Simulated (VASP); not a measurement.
# Hf (I4/mmm) in VASP: notebook

Hf is run at these levels: LDA; tasks: electric field gradients.

All numbers are computed with VASP 6.6.1; they aren't measurements. Logs are shortened: lines on timing, memory, paths and dates and some standing lists are left out, and cuts for length are marked.

## (1) The cell of the first run

It takes space group I4/mmm (No. 139, tetragonal). Conventional cell: a = 3.045 Å, b = 3.045 Å, c = 4.440 Å, α = 90.00°, β = 90.00°, γ = 90.00°. Hf (site symmetry 4/mmm) has 12 Hf at 3.05 to 3.09 Å within 4.0 Å.

## (2) Electric field gradients, LDA (equal xx and yy strain of -3 %)

Input file INCAR:

```
PREC = Accurate
ENCUT = 520
EDIFF = 1E-8
ISMEAR = -1
SIGMA = 0.03
LREAL = False
LASPH = True
NELM = 80
ALGO = Normal
ISIF = 2
LWAVE = False
LCHARG = False
GGA = CA
LEFG = True
NBANDS = 11
```

Input file KPOINTS:

```
regular mesh
0
Gamma
  13 13 13
```

Input file POSCAR:

```
Hf
1.0
    0.0000000000      2.1534000000      2.2200000000
    2.1534000000      0.0000000000      2.2200000000
    2.1534000000      2.1534000000      0.0000000000
Hf
1
Direct
    0.0000000000      0.0000000000      0.0000000000
```

Potentials or basis: VASP PAW LDA potentials, release 64 (Hf_pv).

The run is started by

```console
cat potpaw_LDA.64/Hf_pv/POTCAR > POTCAR
mpirun -np 1 vasp_std > vasp.out
```

OUTCAR:

```text
PREC = Accurate
   ENCUT = 520
   EDIFF = 1E-8
   ISMEAR = -1
   LREAL = False
   LASPH = True
   NELM = 80
   ISIF = 2
   GGA = CA

 ion  position               nearest neighbor table
   1  0.000  0.000  0.000-

  LATTYP: Found a body centered tetragonal cell.
 ALAT       =     3.0453674852
 C/A-ratio  =     1.4579521262

  Lattice vectors:

 A1 = (  -2.1534000000,   0.0000000000,   2.2200000000)
 A2 = (   2.1534000000,   0.0000000000,   2.2200000000)
 A3 = (   0.0000000000,   2.1534000000,  -2.2200000000)

Analysis of symmetry for initial positions (statically):
=====================================================================
 Subroutine PRICEL returns:
 Original cell was already a primitive cell.

 Routine SETGRP: Setting up the symmetry group for a
 body centered tetragonal supercell.

 Subroutine GETGRP returns: Found 16 space group operations
 (whereof 16 operations were pure point group operations)
 out of a pool of 16 trial point group operations.

The static configuration has the point symmetry D_4h.

Analysis of symmetry for dynamics (positions and initial velocities):
=====================================================================
 Subroutine PRICEL returns:
 Original cell was already a primitive cell.

 Routine SETGRP: Setting up the symmetry group for a
 body centered tetragonal supercell.

 Subroutine GETGRP returns: Found 16 space group operations
 (whereof 16 operations were pure point group operations)
 out of a pool of 16 trial point group operations.

The dynamic configuration has the point symmetry D_4h.

 Subroutine INISYM returns: Found 16 space group operations
 (whereof 16 operations are pure point group operations),
 and found     1 'primitive' translations

----------------------------------------------------------------------------------------

                                     Primitive cell

  volume of cell :      20.5889

  direct lattice vectors                    reciprocal lattice vectors
     0.000000000  2.153400000  2.220000000    -0.232190954  0.232190954  0.225225225
     2.153400000  0.000000000  2.220000000     0.232190954 -0.232190954  0.225225225
[... 117 lines left out ...]
 maximum number of plane-waves:       564
   NGX = 11   NGY = 11   NGZ = 11

 number of electron      10.0000002 magnetization

 Free energy of the ion-electron system (eV)
  ---------------------------------------------------
  ext. energy  EPLUGINS =         0.00000000
  ---------------------------------------------------
  free energy    TOTEN  =       -10.62913956 eV

  energy without entropy =      -10.62465994  energy(sigma->0) =      -10.62689975

 E-fermi :   5.2294     XC(G=0): -11.8555

 val. band max:        5.2204356778   @ k =  -0.3077   0.3846   0.2308
 cond. band min:       5.2334353723   @ k =   0.3846   0.0000   0.0769
 fundamental gap:      0.0129996945
 Fermi energy:         5.2294019699

 k-point     1 :       0.0000    0.0000    0.0000
  band No.  band energies     occupation
      1     -24.3515      2.00000
      2     -24.3485      2.00000
      3     -24.3485      2.00000
      4      -2.2011      2.00000
      5       6.3190      0.00000
      6       6.7061      0.00000
      7       6.7061      0.00000
      8       9.3309      0.00000
      9       9.9144      0.00000
     10      16.9258      0.00000
     11      17.6033      0.00000
[... 309 lines left out ...]
 k-point    24 :       0.4615    0.1538    0.0000
  band No.  band energies     occupation
      1     -25.2944      2.00000
      2     -24.6339      2.00000
      3     -24.5242      2.00000
      4       1.9116      2.00000
      5       4.7889      2.00000
      6       5.7276      0.00000
      7       7.4064      0.00000
      8      11.7678      0.00000
      9      12.0309      0.00000
     10      15.6468      0.00000
     11      17.6149      0.00000

 [... further k-points ...]
[... 5 lines left out ...]
  --------------------------------------------------------------------------------------
  -------------------------------------------------------------------------------------
  Total        0.1913057      0.1913057      0.0415724      0.0000000     -0.0000000     -0.0000000
  in kB       14.8869629     14.8869629      3.2350643      0.0000000     -0.0000000     -0.0000000
  external PRESSURE =      11.0029967 kB  Pullay stress =       0.0000000 kB

 VOLUME and BASIS-vectors are now :
 -----------------------------------------------------------------------------
  energy-cutoff  :      520.00
  volume of cell :       20.59
      direct lattice vectors                 reciprocal lattice vectors
     0.000000000  2.153400000  2.220000000    -0.232190954  0.232190954  0.225225225
     2.153400000  0.000000000  2.220000000     0.232190954 -0.232190954  0.225225225
     2.153400000  2.153400000  0.000000000     0.232190954  0.232190954 -0.225225225

 POSITION                                       TOTAL-FORCE (eV/Angst)
 -----------------------------------------------------------------------------------
      0.00000      0.00000      0.00000         0.000000      0.000000      0.000000
 -----------------------------------------------------------------------------------
    total drift:                               -0.000000      0.000000      0.000000

  FREE ENERGIE OF THE ION-ELECTRON SYSTEM (eV)
  ---------------------------------------------------
  free  energy   TOTEN  =       -10.6291395583 eV

  energy  without entropy=      -10.6246599373  energy(sigma->0) =      -10.62689975

 Electric field gradients (V/A^2)
---------------------------------------------------------------------
 ion       V_xx      V_yy      V_zz      V_xy      V_xz      V_yz
---------------------------------------------------------------------
   1      12.419    12.419   -24.839     0.000    -0.000    -0.000
---------------------------------------------------------------------

 Electric field gradients after diagonalization (V/A^2)
 (convention: |V_zz| > |V_xx| > |V_yy|)
----------------------------------------------------------------------
 ion       V_xx      V_yy      V_zz     asymmetry (V_yy - V_xx)/ V_zz
----------------------------------------------------------------------
   1      12.420    12.419   -24.839       0.000
----------------------------------------------------------------------

           NMR quadrupolar parameters

 Cq : quadrupolar parameter    Cq=e*Q*V_zz/h
 eta: asymmetry parameters     (V_yy - V_xx)/ V_zz
 Q  : nuclear electric quadrupole moment in mb (millibarn)
----------------------------------------------------------------------
 ion       Cq(MHz)       eta       Q (mb)
----------------------------------------------------------------------
   1      -0.060       0.000       1.000
----------------------------------------------------------------------
```

OSZICAR:

```text
N       E                     dE             d eps       ncg     rms          rms(c)
DAV:   1     0.127655268907E+02    0.12766E+02   -0.57555E+03  4376   0.853E+02
DAV:   2    -0.105509092344E+02   -0.23316E+02   -0.22489E+02  5472   0.157E+02
DAV:   3    -0.109528125406E+02   -0.40190E+00   -0.40016E+00  5411   0.143E+01
DAV:   4    -0.109541147742E+02   -0.13022E-02   -0.13021E-02  5031   0.974E-01
DAV:   5    -0.109541202389E+02   -0.54648E-05   -0.54650E-05  5350   0.570E-02    0.478E+01
DAV:   6    -0.107165413211E+02    0.23758E+00   -0.19335E-01  4936   0.313E+00    0.285E+01
DAV:   7    -0.106332200050E+02    0.83321E-01   -0.29785E-01  4885   0.372E+00    0.134E+00
DAV:   8    -0.106291206262E+02    0.40994E-02   -0.20185E-02  4863   0.101E+00    0.238E-01
DAV:   9    -0.106291404968E+02   -0.19871E-04   -0.25163E-04  5061   0.135E-01    0.446E-02
DAV:  10    -0.106291400669E+02    0.42986E-06   -0.14768E-05  4959   0.279E-02    0.467E-02
DAV:  11    -0.106291395569E+02    0.51003E-06   -0.13604E-06  5098   0.896E-03    0.193E-03
DAV:  12    -0.106291395583E+02   -0.14298E-08   -0.19687E-08  4823   0.128E-03
   1 F= -.10629140E+02 E0= -.10626900E+02  d E =-.447962E-02
```

Run time: 20 s. Hardware: 1 thread of Intel Xeon Platinum 8259CL at 2.50GHz (Skylake/Cascade Lake), shared host; peak memory 0.16 GiB.

Results:

- Free energy: -10.6291 eV
- Pressure: 1.1 GPa
- Band gap on the k mesh: zero (band 5 reaches 6.33 eV, above the bottom of band 6 at 4.50 eV)

Electric field gradients, principal values (V/Å²):
```csv
atom,least,middle,greatest (by size)
1 Hf,12.419,12.420,-24.839
```

Caveat: the cell differs from its parent crystal (equal xx and yy strain of -3 %); without QUAD_EFG the Cq values of the log hold for a quadrupole moment of 1 mb, not for the nuclei; spin-orbit coupling is left out, which moves the levels of the heavy elements.

## (3) Electric field gradients, LDA (zz strain of -3 %)

Input file INCAR:

```
SYSTEM = Hf
ALGO = Normal
EDIFF = 1E-8
ENCUT = 520
ISIF = 2
ISMEAR = -1
LASPH = .TRUE.
LCHARG = .FALSE.
LEFG = .TRUE.
LREAL = .FALSE.
LWAVE = .FALSE.
NBANDS = 11
NELM = 60
PREC = Accurate
SIGMA = 0.03
```

Input file KPOINTS:

```
k-points
0
G
  13 13 13
  0 0 0
```

Input file POSCAR:

```
Hf
1.0
    0.0000000000      2.2200000000      2.1534000000
    2.2200000000      0.0000000000      2.1534000000
    2.2200000000      2.2200000000      0.0000000000
Hf
1
Direct
    0.0000000000      0.0000000000      0.0000000000
```

Potentials or basis: VASP PAW LDA potentials, release 64 (Hf_pv).

The run is started by

```console
cat potpaw_LDA.64/Hf_pv/POTCAR > POTCAR
mpirun -np 1 vasp_std > vasp.out
```

OUTCAR:

```text
SYSTEM = Hf
   EDIFF = 1E-8
   ENCUT = 520
   ISIF = 2
   ISMEAR = -1
   LASPH = .TRUE.
   LREAL = .FALSE.
   NELM = 60
   PREC = Accurate

 ion  position               nearest neighbor table
   1  0.000  0.000  0.000-

  LATTYP: Found a body centered tetragonal cell.
 ALAT       =     3.1395541085
 C/A-ratio  =     1.3717871555

  Lattice vectors:

 A1 = (   0.0000000000,  -2.2200000000,  -2.1534000000)
 A2 = (   0.0000000000,   2.2200000000,  -2.1534000000)
 A3 = (   2.2200000000,   0.0000000000,   2.1534000000)

Analysis of symmetry for initial positions (statically):
=====================================================================
 Subroutine PRICEL returns:
 Original cell was already a primitive cell.

 Routine SETGRP: Setting up the symmetry group for a
 body centered tetragonal supercell.

 Subroutine GETGRP returns: Found 16 space group operations
 (whereof 16 operations were pure point group operations)
 out of a pool of 16 trial point group operations.

The static configuration has the point symmetry D_4h.

Analysis of symmetry for dynamics (positions and initial velocities):
=====================================================================
 Subroutine PRICEL returns:
 Original cell was already a primitive cell.

 Routine SETGRP: Setting up the symmetry group for a
 body centered tetragonal supercell.

 Subroutine GETGRP returns: Found 16 space group operations
 (whereof 16 operations were pure point group operations)
 out of a pool of 16 trial point group operations.

The dynamic configuration has the point symmetry D_4h.

 Subroutine INISYM returns: Found 16 space group operations
 (whereof 16 operations are pure point group operations),
 and found     1 'primitive' translations

----------------------------------------------------------------------------------------

                                     Primitive cell

  volume of cell :      21.2256

  direct lattice vectors                    reciprocal lattice vectors
     0.000000000  2.220000000  2.153400000    -0.225225225  0.225225225  0.232190954
     2.220000000  0.000000000  2.153400000     0.225225225 -0.225225225  0.232190954
     2.220000000  2.220000000  0.000000000     0.225225225  0.225225225 -0.232190954

  length of vectors
     3.092819355  3.092819355  3.139554108     0.394164234  0.394164234  0.394164234

  position of ions in fractional coordinates (direct lattice)
     0.000000000  0.000000000  0.000000000

  ion indices of the primitive-cell ions
   primitive index   ion index
                 1           1

----------------------------------------------------------------------------------------

 KPOINTS: k-points

Automatic generation of k-mesh.
 Grid dimensions read from file:
[... 66 lines left out ...]
   LREAL  =      F    real-space projection
   EDIFFG = 0.1E-06   stopping-criterion for IOM
   NSW    =      0    number of steps for IOM
   IBRION =     -1    ionic relax: 0-MD 1-quasi-New 2-CG
   NFREE  =      0    steps in history (QN), initial steepest desc. (CG)
   ISIF   =      2    stress and relaxation
   ISYM   =      2    0-nonsym 1-usesym 2-fastsym
   POTIM  = 0.5000    time-step for ionic-motion
   TEBEG  =    0.0;   TEEND  =   0.0 temperature during run
   PSTRESS=    0.0 pullay stress
   NELECT =      10.0000    total number of electrons
   NUPDOWN=      -1.0000    fix difference up-down
   EMIN   =  10.00;   EMAX   =-10.00  energy-range for DOS
   EFERMI =   0.00;   METHOD = LEGACY
   ISMEAR =    -1;   SIGMA  =   0.03  broadening in eV -4-tet -1-fermi 0-gaus
   EFERMI_NEDOS =   21; number of points for ismear=-14 and -15
   IALGO  =     38    algorithm
   IMIX   =      4    mixing-type and parameters
     AMIX     =   0.40;   BMIX     =  1.00
     AMIX_MAG =   1.60;   BMIX_MAG =  1.00
  volume/ion in A,a.u.               =      21.23       143.24
  Fermi-wavevector in a.u.,A,eV,Ry     =   1.273859  2.407244 22.078394  1.622716
  Thomas-Fermi vector in A             =   2.406659
   LORBIT       =      0    0 simple, 1 ext, 2 COOP (PROOUT), +10 PAW based schemes
   GGA     = CA    functional components
   LHFCALC =     F    Hartree Fock is set to
   AEXX    =    0.0000 exact exchange contribution
   IVDW    =     0    specifies the selected vdW correction
   LEPSILON=     F    determine dielectric tensor
   LRPA    =     F    only Hartree local field effects (RPA)
 non-spin polarized calculation
  energy-cutoff  :      520.00
  volume of cell :       21.23
 maximum number of plane-waves:       583
   NGX = 11   NGY = 11   NGZ = 11

 number of electron      10.0000002 magnetization

 Free energy of the ion-electron system (eV)
  ---------------------------------------------------
  ext. energy  EPLUGINS =         0.00000000
  ---------------------------------------------------
  free energy    TOTEN  =       -10.62719999 eV

  energy without entropy =      -10.62321940  energy(sigma->0) =      -10.62520970

 E-fermi :   4.9900     XC(G=0): -11.7140

 val. band max:        4.9840276403   @ k =   0.4615   0.1538   0.3077
 cond. band min:       5.0025661140   @ k =   0.3077   0.0000   0.0000
 fundamental gap:      0.0185384737
 Fermi energy:         4.9899516717

 k-point     1 :       0.0000    0.0000    0.0000
  band No.  band energies     occupation
      1     -24.6859      2.00000
      2     -24.6854      2.00000
      3     -24.6854      2.00000
      4      -2.3286      2.00000
      5       6.2220      0.00000
      6       6.2220      0.00000
      7       6.5845      0.00000
      8       9.0063      0.00000
      9       9.5314      0.00000
     10      16.6010      0.00000
     11      17.2751      0.00000
[... 309 lines left out ...]
 k-point    24 :       0.4615    0.1538    0.0000
  band No.  band energies     occupation
      1     -25.5626      2.00000
      2     -24.9122      2.00000
      3     -24.8904      2.00000
      4       1.7946      2.00000
      5       4.5722      2.00000
      6       5.7718      0.00000
      7       6.7531      0.00000
      8      11.2159      0.00000
      9      11.7584      0.00000
     10      15.1419      0.00000
     11      17.2848      0.00000

 [... further k-points ...]
[... 5 lines left out ...]
  --------------------------------------------------------------------------------------
  -------------------------------------------------------------------------------------
  Total       -0.3475269     -0.3475269     -0.2367680      0.0000000      0.0000000     -0.0000000
  in kB      -26.2324195    -26.2324195    -17.8719931      0.0000000      0.0000000     -0.0000000
  external PRESSURE =     -23.4456107 kB  Pullay stress =       0.0000000 kB

 VOLUME and BASIS-vectors are now :
 -----------------------------------------------------------------------------
  energy-cutoff  :      520.00
  volume of cell :       21.23
      direct lattice vectors                 reciprocal lattice vectors
     0.000000000  2.220000000  2.153400000    -0.225225225  0.225225225  0.232190954
     2.220000000  0.000000000  2.153400000     0.225225225 -0.225225225  0.232190954
     2.220000000  2.220000000  0.000000000     0.225225225  0.225225225 -0.232190954

 POSITION                                       TOTAL-FORCE (eV/Angst)
 -----------------------------------------------------------------------------------
      0.00000      0.00000      0.00000         0.000000      0.000000      0.000000
 -----------------------------------------------------------------------------------
    total drift:                               -0.000000     -0.000000     -0.000000

  FREE ENERGIE OF THE ION-ELECTRON SYSTEM (eV)
  ---------------------------------------------------
  free  energy   TOTEN  =       -10.6271999903 eV

  energy  without entropy=      -10.6232194018  energy(sigma->0) =      -10.62520970

 Electric field gradients (V/A^2)
---------------------------------------------------------------------
 ion       V_xx      V_yy      V_zz      V_xy      V_xz      V_yz
---------------------------------------------------------------------
   1     -12.613   -12.613    25.226    -0.000    -0.000    -0.000
---------------------------------------------------------------------

 Electric field gradients after diagonalization (V/A^2)
 (convention: |V_zz| > |V_xx| > |V_yy|)
----------------------------------------------------------------------
 ion       V_xx      V_yy      V_zz     asymmetry (V_yy - V_xx)/ V_zz
----------------------------------------------------------------------
   1     -12.613   -12.613    25.226       0.000
----------------------------------------------------------------------

           NMR quadrupolar parameters

 Cq : quadrupolar parameter    Cq=e*Q*V_zz/h
 eta: asymmetry parameters     (V_yy - V_xx)/ V_zz
 Q  : nuclear electric quadrupole moment in mb (millibarn)
----------------------------------------------------------------------
 ion       Cq(MHz)       eta       Q (mb)
----------------------------------------------------------------------
   1       0.061       0.000       1.000
----------------------------------------------------------------------
```

Wall time 20 s (1 thread of Intel Xeon Platinum 8259CL at 2.50GHz (Skylake/Cascade Lake), shared host); peak memory 0.16 GiB.

What came out:

```
Free energy            : -10.6272 eV
Pressure               : -2.3 GPa
Band gap on the k mesh : zero (band 5 reaches 6.22 eV, above the bottom of band 6 at 4.33 eV)
```

Stress tensor (GPa, compression positive):
```
-2.62  0.00  0.00
 0.00 -2.62  0.00
 0.00  0.00 -1.79
```

Electric field gradients, principal values (V/Å²):
```
atom    least   middle  greatest (by size)
1 Hf  -12.613  -12.613              25.226
```

Caveat: the cell differs from its parent crystal (zz strain of -3 %); without QUAD_EFG the Cq values of the log hold for a quadrupole moment of 1 mb, not for the nuclei; spin-orbit coupling is left out, which moves the levels of the heavy elements.

[end of part 1 of 2]
